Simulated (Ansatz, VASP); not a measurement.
## ZnS in VASP and in Ansatz

```xyz
4
Lattice="3.8064 0.0008 -0.0010 -1.9025 3.2958 0.0020 -0.0017 0.0028 6.2437" Properties=species:S:1:pos:R:3 pbc="T T T"
Zn    0.0008    2.1972    0.0345
Zn    1.9025    1.1002    3.1553
S    -0.0009    2.1987    2.3713
S     1.9023    1.1019    5.4921
```

Change from the starting cell: cell sheared at random, sigma 0.1, atoms nudged by 0.01 Å; relaxed back.

Alike in both runs: functional r2SCAN; k mesh 6 × 6 × 4; occupations gaussian, width 0.05 eV; no spin polarisation.

Ansatz relaxed the structure, and its values are those at the end. VASP's run is a single point on that final structure, the one shown.

```csv
,VASP,Ansatz
version,VASP 6.6.1,Ansatz 0.2.0
potentials or method,"VASP PAW PBE potentials, release 64 (Zn, S), cutoff 520 eV","scalar-relativistic, plane waves, PAW"
valence electrons in the cell,36,36
```

VASP gave:

- gap on the k mesh at the Fermi level (eV): 2.79
- least direct gap on the mesh (eV): 2.79
- pressure (GPa): 0.1

Problem. Estimate Ansatz's values.

Solution. gap on the k mesh at the Fermi level (eV): 2.78; least direct gap on the mesh (eV): 2.78; pressure (GPa): 0.0.

VASP's potentials were made for PBE, not for r2SCAN.
